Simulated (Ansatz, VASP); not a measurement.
This is a calculation of As for Ansatz 0.2.0.

input

```
crystal:
  lattice:
    - [4.5664, 0.0, 0.0]
    - [-2.2832, 3.95462, 0.0]
    - [0.0, 0.0, 2.83374]
  atoms:
    - { symbol: As, position: [0.33333, 0.66667, 0.0] }
    - { symbol: As, position: [0.66667, 0.33333, 0.0] }
hamiltonian:
  xc: { exchange: pbe, correlation: pbe, exx: { coeff: 0.15, omega: 0.2 } }
  pseudopotentials: { kind: paw }
kpoints:
  mp_grid: { grid: [4, 4, 5] }
scf:
  occupations: { method: fermi_dirac, width: 0.05 }
output:
  forces: true
  stress: true
  eigenvalues: true
```

Set up the same calculation for VASP 6.6.1. Potentials there: VASP PAW PBE potentials, release 64 (As).

As run (the cutoff follows the program's own potentials):

POSCAR

```
As
1.0
    4.5664000000      0.0000000000      0.0000000000
   -2.2832000000      3.9546200000      0.0000000000
    0.0000000000      0.0000000000      2.8337400000
As
2
Direct
    0.3333300000      0.6666700000      0.0000000000
    0.6666700000      0.3333300000      0.0000000000
```

Contents of INCAR.step1:

```
PREC = Accurate
ENCUT = 520
EDIFF = 1E-5
ISMEAR = -1
SIGMA = 0.05
LREAL = False
LASPH = True
NELM = 100
ALGO = Normal
ISIF = 2
LWAVE = True
LCHARG = False
NBANDS = 12
GGA = PE
```

File INCAR.step2:

```
PREC = Accurate
ENCUT = 520
EDIFF = 1E-6
ISMEAR = -1
SIGMA = 0.05
LREAL = False
LASPH = True
NELM = 100
ALGO = Normal
ISIF = 2
LWAVE = False
LCHARG = False
GGA = PE
LHFCALC = True
AEXX = 0.15
HFSCREEN = 0.2
PRECFOCK = Normal
NBANDS = 12
ISTART = 1
```

File KPOINTS:

```
Automatic mesh
0
Gamma
  4 4 5
```

Potentials or basis: VASP PAW PBE potentials, release 64 (As).

Command:

```bash
$ cat potpaw_PBE.64/As/POTCAR > POTCAR
$ cp INCAR.step1 INCAR
$ mpirun -np 1 vasp_std > vasp.out
$ cp INCAR.step2 INCAR
$ mpirun -np 1 vasp_std > vasp.out
```

Both were run:

|  | VASP | Ansatz | Ansatz less VASP |
| --- | --- | --- | --- |
| gap on the k mesh at the Fermi level (eV) | none | none | - |
| pressure (GPa) | -2.1 | -1.9 | +0.14 |
| traceless stress, the component that is largest in VASP (GPa) | 5.78 | 5.83 | +0.049 |

VASP's potentials were made for PBE, not for PBE-based screened hybrid. A gap of «none» marks a metal or a gap that the smearing closes. VASP's potentials hold 10 valence electrons a cell and Ansatz's 30, so a difference there can come from the potentials and not from the codes.

The k mesh is coarse, so the values compare programs but aren't converged.
